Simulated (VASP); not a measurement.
CuO: single point with r2SCAN+U

Crystal: CuO.

```
Cu O
1.0
     0.00000    2.32725    2.32725
     2.32725    0.00000    2.32725
     2.32725    2.32725    0.00000
Cu O
1 1
Cartesian
  0.0000 0.0000 0.0000
  1.1636 1.1636 1.1636
```

```yaml
Program: VASP 6.6.1
Task: single point
Functional: r2SCAN
Potentials_or_basis: VASP PAW PBE potentials, release 64 (Cu, O)
Cutoff: 520 eV
k_mesh: 10 × 10 × 10
Occupations: fermi-dirac, width 0.05 eV
Spin: no spin polarisation
Hubbard_terms: Cu d U = 4.5 eV
Dipole_correction: no
Further_INCAR_settings: ALGO = Normal; EDIFF = 1e-07; NBANDS = 16
```

```json
{
 "Pressure": "-15.6 GPa",
 "Band gap on the k mesh": "zero (an odd number of electrons rules out a gap without spin polarisation)"
}
```

Levels at points of the mesh, in eV from the Fermi level:
| k point | band 6 | band 7 | band 8 | band 9 | band 10 | band 11 | band 12 | band 13 |
| --- | --- | --- | --- | --- | --- | --- | --- | --- |
| (0.00, 0.00, 0.00) | -2.53 | 0.78 | 0.78 | 0.78 | 1.92 | 15.37 | 15.37 | 15.37 |
| (0.50, 0.00, 0.00) | -2.37 | -1.98 | 0.02 | 0.02 | 7.04 | 8.65 | 14.78 | 14.78 |
| (0.50, 0.50, 0.00) | -2.30 | -1.67 | -1.12 | -1.12 | 6.74 | 10.67 | 12.17 | 15.57 |

Eigenvalues of the final occupation matrices:
```
    site  spin  trace               eigenvalues
site 1 d     1   4.64  0.90 0.90 0.90 0.96 0.96
site 1 d     2   4.64  0.90 0.90 0.90 0.96 0.96
```

Run time: 44 s on 1 thread of Intel(R) Xeon(R) Platinum 8375C CPU @ 2.90GHz (Ice Lake) (shared host), peak memory 0.15 GiB.

Caveat: the cell stands under tension; the PAW data sets were made with another functional, which shifts forces and pressure a little; an odd number of electrons without spin polarisation forces a metal; a magnetic or distorted state may lie lower; U without spin polarisation on a metal has little footing.
